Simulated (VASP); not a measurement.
# Cu in VASP: single point with PBE

Aim: the single point of Cu with PBE.

Program: VASP 6.6.1. These are calculated values, not measurements. Logs are shortened: lines on timing, memory, paths and dates and some standing lists are left out, and cuts for length are marked.

## 1. The cell of the first run

The cell holds a wire or tube with vacuum around it, 14 atoms: a = 14.200 Å, b = 13.100 Å, c = 6.287 Å, α = 90.00°, β = 90.00°, γ = 90.00°.

## 2. Single point, PBE

INCAR

```
SYSTEM = Cu
PREC = Accurate
ENCUT = 520
EDIFF = 1E-6
ISMEAR = 0
SIGMA = 0.05
LREAL = .False.
LASPH = .True.
NELM = 100
ALGO = Normal
ISIF = 2
LWAVE = .False.
LCHARG = .False.
GGA = PE
NBANDS = 90
```

KPOINTS

```
Automatic mesh
0
Gamma
  1 1 9
  0 0 0
```

POSCAR

```
Cu
1.0
   14.2000000000      0.0000000000      0.0000000000
    0.0000000000     13.1000000000      0.0000000000
    0.0000000000      0.0000000000      6.2869084722
Cu
14
Direct
    0.5782661200      0.5489812908      0.0000000000
    0.4739112933      0.3530561277      0.3333333333
    0.3695564667      0.5489812908      0.6666666667
    0.5782661200      0.3530561277      0.0000000000
    0.4739112933      0.5489812908      0.3333333333
    0.3695564667      0.3530561277      0.6666666667
    0.6826209466      0.5489812908      0.6666666667
    0.4217338800      0.4510187092      0.0000000000
    0.6304435333      0.4510187092      0.3333333333
    0.5260887067      0.6469438723      0.6666666667
    0.4217338800      0.6469438723      0.0000000000
    0.3173790534      0.4510187092      0.3333333333
    0.6304435333      0.6469438723      0.3333333333
    0.5260887067      0.4510187092      0.6666666667
```

Potentials or basis: VASP PAW PBE potentials, release 64 (Cu).

Started as:

```bash
$ cat potpaw_PBE.64/Cu/POTCAR > POTCAR
$ mpirun -np 1 vasp_std > vasp.out
```

OUTCAR:

```text
SYSTEM = Cu
   PREC = Accurate
   ENCUT = 520
   EDIFF = 1E-6
   ISMEAR = 0
   LREAL = .False.
   LASPH = .True.
   NELM = 100
   ISIF = 2
   GGA = PE

 ion  position               nearest neighbor table
   1  0.578  0.549  0.000-  10 2.57  13 2.57   7 2.57   9 2.57  14 2.57   4 2.57   5 2.57  11 2.57
                             8 2.57
   2  0.474  0.353  0.333-   8 2.57  12 2.57   6 2.57   5 2.57  14 2.57   4 2.57   9 2.57
   3  0.370  0.549  0.667-  11 2.57   8 2.57   5 2.57   6 2.57  12 2.57  10 2.57  14 2.57
   4  0.578  0.353  0.000-   9 2.57  14 2.57   1 2.57   2 2.57   8 2.57
   5  0.474  0.549  0.333-  11 2.57   8 2.57   3 2.57  12 2.57   2 2.57  10 2.57   1 2.57  13 2.57
                            14 2.57   9 2.57
   6  0.370  0.353  0.667-   8 2.57  12 2.57   2 2.57   3 2.57  14 2.57
   7  0.683  0.549  0.667-  10 2.57   1 2.57  13 2.57  14 2.57   9 2.57
   8  0.422  0.451  0.000-   2 2.57   6 2.57  12 2.57   3 2.57   5 2.57  11 2.57  14 2.57   4 2.57
                             1 2.57
   9  0.630  0.451  0.333-   4 2.57   1 2.57  14 2.57  13 2.57   7 2.57   2 2.57   5 2.57
  10  0.526  0.647  0.667-   1 2.57   7 2.57  13 2.57  14 2.57   5 2.57  11 2.57   3 2.57
  11  0.422  0.647  0.000-   3 2.57   5 2.57   8 2.57  10 2.57   1 2.57
  12  0.317  0.451  0.333-   2 2.57   8 2.57   6 2.57   5 2.57   3 2.57
  13  0.630  0.647  0.333-   1 2.57   7 2.57  10 2.57   9 2.57   5 2.57
  14  0.526  0.451  0.667-   4 2.57   1 2.57   9 2.57   7 2.57  10 2.57   2 2.57   8 2.57   6 2.57
                             5 2.57   3 2.57

  LATTYP: Found a simple orthorhombic cell.
 ALAT       =     6.2869084722
 B/A-ratio  =     2.0836950399
 C/A-ratio  =     2.2586617990

  Lattice vectors:

 A1 = (   0.0000000000,   0.0000000000,  -6.2869084722)
 A2 = (   0.0000000000,  13.1000000000,   0.0000000000)
 A3 = (  14.2000000000,   0.0000000000,   0.0000000000)

Analysis of symmetry for initial positions (statically):
=====================================================================
 Subroutine PRICEL returns:
 Original cell was already a primitive cell.

 Routine SETGRP: Setting up the symmetry group for a
 simple orthorhombic supercell.

 Subroutine GETGRP returns: Found  2 space group operations
 (whereof  2 operations were pure point group operations)
 out of a pool of  8 trial point group operations.

The static configuration has the point symmetry S_2 .

Analysis of symmetry for dynamics (positions and initial velocities):
=====================================================================
 Subroutine PRICEL returns:
 Original cell was already a primitive cell.

 Routine SETGRP: Setting up the symmetry group for a
 simple orthorhombic supercell.

 Subroutine GETGRP returns: Found  2 space group operations
 (whereof  2 operations were pure point group operations)
 out of a pool of  8 trial point group operations.

The dynamic configuration has the point symmetry S_2 .

 Subroutine INISYM returns: Found  2 space group operations
 (whereof  2 operations are pure point group operations),
 and found     1 'primitive' translations

----------------------------------------------------------------------------------------

                                     Primitive cell

  volume of cell :    1169.4907

  direct lattice vectors                    reciprocal lattice vectors
    14.200000000  0.000000000  0.000000000     0.070422535  0.000000000  0.000000000
     0.000000000 13.100000000  0.000000000     0.000000000  0.076335878  0.000000000
     0.000000000  0.000000000  6.286908472     0.000000000  0.000000000  0.159060690

  length of vectors
    14.200000000 13.100000000  6.286908472     0.070422535  0.076335878  0.159060690

  position of ions in fractional coordinates (direct lattice)
     0.578266120  0.548981291  0.000000000
     0.473911293  0.353056128  0.333333333
     0.369556467  0.548981291  0.666666667
     0.578266120  0.353056128  0.000000000
     0.473911293  0.548981291  0.333333333
     0.369556467  0.353056128  0.666666667
     0.682620947  0.548981291  0.666666667
     0.421733880  0.451018709  0.000000000
     0.630443533  0.451018709  0.333333333
     0.526088707  0.646943872  0.666666667
     0.421733880  0.646943872  0.000000000
     0.317379053  0.451018709  0.333333333
     0.630443533  0.646943872  0.333333333
     0.526088707  0.451018709  0.666666667

  ion indices of the primitive-cell ions
   primitive index   ion index
                 1           1
                 2           2
                 3           3
                 4           4
                 5           5
                 6           6
                 7           7
                 8           8
                 9           9
                10          10
                11          11
                12          12
                13          13
                14          14

----------------------------------------------------------------------------------------

 KPOINTS: Automatic mesh

Automatic generation of k-mesh.
 Grid dimensions read from file:
 generate k-points for:    1    1    9

 Generating k-lattice:

  Cartesian coordinates                     Fractional coordinates (reciprocal lattice)
     0.070422535  0.000000000  0.000000000     1.000000000  0.000000000  0.000000000
     0.000000000  0.076335878  0.000000000     0.000000000  1.000000000  0.000000000
     0.000000000  0.000000000  0.017673410     0.000000000  0.000000000  0.111111111

  Length of vectors
     0.070422535  0.076335878  0.017673410

  Shift w.r.t. Gamma in fractional coordinates (k-lattice)
     0.000000000  0.000000000  0.000000000

 Subroutine IBZKPT returns following result:
 ===========================================

 Found      5 irreducible k-points:

 Following reciprocal coordinates:
            Coordinates               Weight
  0.000000  0.000000  0.000000      1.000000
  0.000000  0.000000  0.111111      2.000000
  0.000000  0.000000  0.222222      2.000000
  0.000000  0.000000  0.333333      2.000000
  0.000000  0.000000  0.444444      2.000000
   k-points           NKPTS =      5   k-points in BZ     NKDIM =      5   number of bands    NBANDS=     90
   number of dos      NEDOS =    301   number of ions     NIONS =     14
   total plane-waves  NPLWV = 508032
   dimension x,y,z NGX =   108 NGY =   98 NGZ =   48
   dimension x,y,z NGXF=   216 NGYF=  196 NGZF=   96
   ions per type =              14
   NGX,Y,Z   is equivalent  to a cutoff of  12.64, 12.44, 12.69 a.u.
   NGXF,Y,Z  is equivalent  to a cutoff of  25.29, 24.87, 25.39 a.u.
 SYSTEM =  Cu
   PREC   = accura    normal or accurate (medium, high low for compatibility)
   ISTART =      0    job   : 0-new  1-cont  2-samecut
   ICHARG =      2    charge: 1-file 2-atom 10-const
   ISPIN  =      1    spin polarized calculation?
   LNONCOLLINEAR =      F non collinear calculations
   LSORBIT =      F    spin-orbit coupling
   LASPH  =      T    aspherical Exc in radial PAW
   ENCUT  =  520.0 eV  38.22 Ry    6.18 a.u.  26.40 24.36 11.69*2*pi/ulx,y,z
   NELM   =    100;   NELMIN=  2; NELMDL= -5     # of ELM steps
   EDIFF  = 0.1E-05   stopping-criterion for ELM
   LREAL  =      F    real-space projection
   EDIFFG = 0.1E-04   stopping-criterion for IOM
   NSW    =      0    number of steps for IOM
   IBRION =     -1    ionic relax: 0-MD 1-quasi-New 2-CG
   NFREE  =      0    steps in history (QN), initial steepest desc. (CG)
   ISIF   =      2    stress and relaxation
   ISYM   =      2    0-nonsym 1-usesym 2-fastsym
   POTIM  = 0.5000    time-step for ionic-motion
   TEBEG  =    0.0;   TEEND  =   0.0 temperature during run
   PSTRESS=    0.0 pullay stress
   NELECT =     154.0000    total number of electrons
   NUPDOWN=      -1.0000    fix difference up-down
   EMIN   =  10.00;   EMAX   =-10.00  energy-range for DOS
   EFERMI =   0.00;   METHOD = LEGACY
   ISMEAR =     0;   SIGMA  =   0.05  broadening in eV -4-tet -1-fermi 0-gaus
   EFERMI_NEDOS =   21; number of points for ismear=-14 and -15
   IALGO  =     38    algorithm
   IMIX   =      4    mixing-type and parameters
     AMIX     =   0.40;   BMIX     =  1.00
     AMIX_MAG =   1.60;   BMIX_MAG =  1.00
  volume/ion in A,a.u.               =      83.54       563.72
  Fermi-wavevector in a.u.,A,eV,Ry     =   0.832881  1.573916  9.438230  0.693690
  Thomas-Fermi vector in A             =   1.946011
   LORBIT       =      0    0 simple, 1 ext, 2 COOP (PROOUT), +10 PAW based schemes
   GGA     = PE    functional components
   LHFCALC =     F    Hartree Fock is set to
   AEXX    =    0.0000 exact exchange contribution
   IVDW    =     0    specifies the selected vdW correction
   LEPSILON=     F    determine dielectric tensor
   LRPA    =     F    only Hartree local field effects (RPA)
 non-spin polarized calculation
 Gauss-broadening in eV      SIGMA  =   0.05
  energy-cutoff  :      520.00
  volume of cell :     1169.49
 maximum number of plane-waves:     31527
 NGX is ok and might be reduce to   108
   NGX = 53   NGY = 49   NGZ = 23

 number of electron     154.0000040 magnetization

 Free energy of the ion-electron system (eV)
  ---------------------------------------------------
  ext. energy  EPLUGINS =         0.00000000
  ---------------------------------------------------
  free energy    TOTEN  =       -39.31477527 eV

  energy without entropy =      -39.30848244  energy(sigma->0) =      -39.31162886

 E-fermi :  -2.4856     XC(G=0):  -3.1326

 val. band max:       -2.5388499928   @ k =   0.0000   0.0000   0.4444
 cond. band min:      -2.4404632107   @ k =   0.0000   0.0000   0.2222
 fundamental gap:      0.0983867821
 Fermi energy:        -2.4855555714

 k-point     1 :       0.0000    0.0000    0.0000
  band No.  band energies     occupation
      1      -9.4302      2.00000
      2      -7.3405      2.00000
      3      -6.9839      2.00000
      4      -6.6672      2.00000
      5      -6.5626      2.00000
      6      -6.2362      2.00000
[... 81 lines left out ...]
     88       0.5402      0.00000
     89       0.8156      0.00000

 k-point     2 :       0.0000    0.0000    0.1111
  band No.  band energies     occupation
      1      -9.3840      2.00000
      2      -7.3106      2.00000
      3      -7.0711      2.00000
      4      -6.8418      2.00000
      5      -6.4242      2.00000
      6      -6.2702      2.00000
[... 81 lines left out ...]
     88       0.5167      0.00000
     89       0.6928      0.00000

 k-point     3 :       0.0000    0.0000    0.2222
  band No.  band energies     occupation
      1      -9.2465      2.00000
      2      -7.4495      2.00000
      3      -7.2239      2.00000
      4      -6.8308      2.00000
      5      -6.3689      2.00000
      6      -6.3467      2.00000
[... 81 lines left out ...]
     88       0.5389      0.00000
     89       0.8085      0.00000

 k-point     4 :       0.0000    0.0000    0.3333
  band No.  band energies     occupation
      1      -9.0212      2.00000
      2      -7.8981      2.00000
      3      -7.0905      2.00000
      4      -6.7453      2.00000
      5      -6.5166      2.00000
      6      -6.3769      2.00000
[... 81 lines left out ...]
     88       0.9737      0.00000
     89       1.1217      0.00000

 k-point     5 :       0.0000    0.0000    0.4444
  band No.  band energies     occupation
      1      -8.7166      2.00000
      2      -8.3262      2.00000
      3      -6.9379      2.00000
      4      -6.6781      2.00000
      5      -6.6317      2.00000
      6      -6.5031      2.00000
[... 81 lines left out ...]
     88       1.0170      0.00000
     89       1.1962      0.00000
 [bands above 89 left out]

------------------------ aborting loop because EDIFF is reached ----------------------------------------

  FORCE on cell =-STRESS in cart. coord.  units (eV):
  Direction    XX          YY          ZZ          XY          YZ          ZX
  --------------------------------------------------------------------------------------
  -------------------------------------------------------------------------------------
  Total       -7.6660548     -7.8171587    -11.7962020      0.1922859     -0.2816379      0.1676216
  in kB      -10.5023315    -10.7093407    -16.1605451      0.2634276     -0.3858379      0.2296380
  external PRESSURE =     -12.4574058 kB  Pullay stress =       0.0000000 kB

 VOLUME and BASIS-vectors are now :
 -----------------------------------------------------------------------------
  energy-cutoff  :      520.00
  volume of cell :     1169.49
      direct lattice vectors                 reciprocal lattice vectors
    14.200000000  0.000000000  0.000000000     0.070422535  0.000000000  0.000000000
     0.000000000 13.100000000  0.000000000     0.000000000  0.076335878  0.000000000
     0.000000000  0.000000000  6.286908472     0.000000000  0.000000000  0.159060690

 POSITION                                       TOTAL-FORCE (eV/Angst)
 -----------------------------------------------------------------------------------
      8.21138      7.19165      0.00000         0.074136      0.043955     -0.000587
      6.72954      4.62504      2.09564        -0.003778      0.533955      0.046103
      5.24770      7.19165      4.19127         0.466702     -0.268503     -0.046450
      8.21138      4.62504      0.00000        -0.470107      0.811967      0.136071
      6.72954      7.19165      2.09564        -0.146515      0.251053     -0.101074
      5.24770      4.62504      4.19127         0.307302      0.689601     -0.237495
      9.69322      7.19165      4.19127        -0.750679      0.083151     -0.236855
      5.98862      5.90835      0.00000        -0.074136     -0.043955      0.000587
      8.95230      5.90835      2.09564        -0.466702      0.268503      0.046450
      7.47046      8.47496      4.19127         0.003778     -0.533955     -0.046103
      5.98862      8.47496      0.00000         0.470107     -0.811967     -0.136071
      4.50678      5.90835      2.09564         0.750679     -0.083151      0.236855
      8.95230      8.47496      2.09564        -0.307302     -0.689601      0.237495
      7.47046      5.90835      4.19127         0.146515     -0.251053      0.101074
 -----------------------------------------------------------------------------------
    total drift:                                0.000000     -0.000000      0.000000

  FREE ENERGIE OF THE ION-ELECTRON SYSTEM (eV)
  ---------------------------------------------------
  free  energy   TOTEN  =       -39.3147752746 eV

  energy  without entropy=      -39.3084824354  energy(sigma->0) =      -39.31162886
```

It took 21 min on 1 thread of Intel Xeon 6975P-C (Granite Rapids), shared host; peak memory 1.1 GiB.

Results:

* Free energy: -39.3148 eV
* Largest force: 0.948 eV/Å

Forces in eV/Å, atoms in the order of the input:
```
Cu   0.074  0.044 -0.001
Cu  -0.004  0.534  0.046
Cu   0.467 -0.269 -0.046
Cu  -0.470  0.812  0.136
Cu  -0.147  0.251 -0.101
Cu   0.307  0.690 -0.237
Cu  -0.751  0.083 -0.237
Cu  -0.074 -0.044  0.001
Cu  -0.467  0.269  0.046
Cu   0.004 -0.534 -0.046
Cu   0.470 -0.812 -0.136
Cu   0.751 -0.083  0.237
Cu  -0.307 -0.690  0.237
Cu   0.147 -0.251  0.101
```
